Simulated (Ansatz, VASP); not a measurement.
## One calculation of In4BiSb3, two programs

POSCAR

```
In4BiSb3
1.0
    4.5786483284      0.0000000000      0.0000000000
    0.0000000000      4.5793417282      6.4650868115
    0.0000000000     -4.5793417282      6.4650868115
Sb Bi In
3 1 4
Direct
    0.0000000000     -0.0002139828     -0.0002139828
    0.5000000000     -0.0004764833      0.5004965181
    0.5000000000      0.5004965181     -0.0004764833
    0.0000000000      0.5003956475      0.5003956475
    0.5000000000      0.8751745433      0.8751745433
    0.0000000000      0.8803064575      0.3728526939
    0.0000000000      0.3728526939      0.8803064575
    0.5000000000      0.3714646060      0.3714646060
```

File INCAR.step1:

```
PREC     = Accurate       # precision mode
ENCUT    = 520            # plane-wave cutoff, eV
ISMEAR   = -1             # smearing method
SIGMA    = 0.02           # smearing width, eV
LREAL    = F              # projectors in reciprocal space
LASPH    = T              # aspherical terms in the spheres
NELM     = 100            # most SCF steps
NBANDS   = 51             # bands
GGA      = PE             # functional
ALGO     = Normal         # electronic algorithm
EDIFF    = 1E-4           # SCF threshold, eV
LWAVE    = T              # write WAVECAR
LCHARG   = F              # write CHGCAR
```

Contents of INCAR.step2:

```
PREC     = Accurate       # precision mode
ENCUT    = 520            # plane-wave cutoff, eV
EDIFF    = 1E-6           # SCF threshold, eV
ISMEAR   = -1             # smearing method
SIGMA    = 0.02           # smearing width, eV
LREAL    = F              # projectors in reciprocal space
LASPH    = T              # aspherical terms in the spheres
NELM     = 100            # most SCF steps
ALGO     = Normal         # electronic algorithm
ISIF     = 2              # what is computed and relaxed
LWAVE    = F              # write WAVECAR
LCHARG   = T              # write CHGCAR
METAGGA  = R2SCAN         # meta-GGA
LMIXTAU  = T            
LELF     = T              # ELF
LVHAR    = T            
NBANDS   = 51             # bands
ISTART   = 1
```

The input KPOINTS:

```
Automatic mesh
0
Gamma
  4 4 4
```

Input for Ansatz:

```yaml
crystal:
  lattice:
    - [4.5786483284, 0.0, 0.0]
    - [0.0, 4.5793417282, 6.4650868115]
    - [0.0, -4.5793417282, 6.4650868115]
  atoms:
    - { symbol: Sb, position: [0.0, -0.0002139828, -0.0002139828] }
    - { symbol: Sb, position: [0.5, -0.0004764833, 0.5004965181] }
    - { symbol: Sb, position: [0.5, 0.5004965181, -0.0004764833] }
    - { symbol: Bi, position: [0.0, 0.5003956475, 0.5003956475] }
    - { symbol: In, position: [0.5, 0.8751745433, 0.8751745433] }
    - { symbol: In, position: [0.0, 0.8803064575, 0.3728526939] }
    - { symbol: In, position: [0.0, 0.3728526939, 0.8803064575] }
    - { symbol: In, position: [0.5, 0.371464606, 0.371464606] }
kpoints:
  mp_grid: { grid: [4, 4, 4] }
hamiltonian:
  xc: r2scan
scf:
  occupations: { method: fermi_dirac, width: 0.02 }
  n_extra_bands: 6
output:
  forces: true
  stress: true
  eigenvalues: true
```

Alike in both runs: task single point; functional r2SCAN; k mesh 4 × 4 × 4; occupations fermi-dirac, width 0.02 eV; no spin polarisation.

```csv
,VASP,Ansatz
version,VASP 6.6.1,Ansatz 0.2.0
potentials or method,"VASP PAW PBE potentials, release 64 (Sb, Bi_d, In_d)","plane waves, PAW"
plane-wave cutoff (eV),520,500
valence electrons in the cell,82,112
```

Ansatz gave:

- pressure (GPa): 3.0
- traceless stress, the component that is largest in VASP (GPa): 0.27
- rms of the force components (eV/Å): 0.010

Q: Which values does VASP return?

A: Pressure (GPa): 3.1; traceless stress, the component that is largest in VASP (GPa): 0.27; rms of the force components (eV/Å): 0.010.

VASP's potentials were made for PBE, not for r2SCAN. Atom by atom the forces differ by 0.001 eV/Å (rms over components). VASP's potentials hold 82 valence electrons a cell and Ansatz's 112, so a difference there can come from the potentials and not from the codes.

Spin-orbit coupling is off throughout.
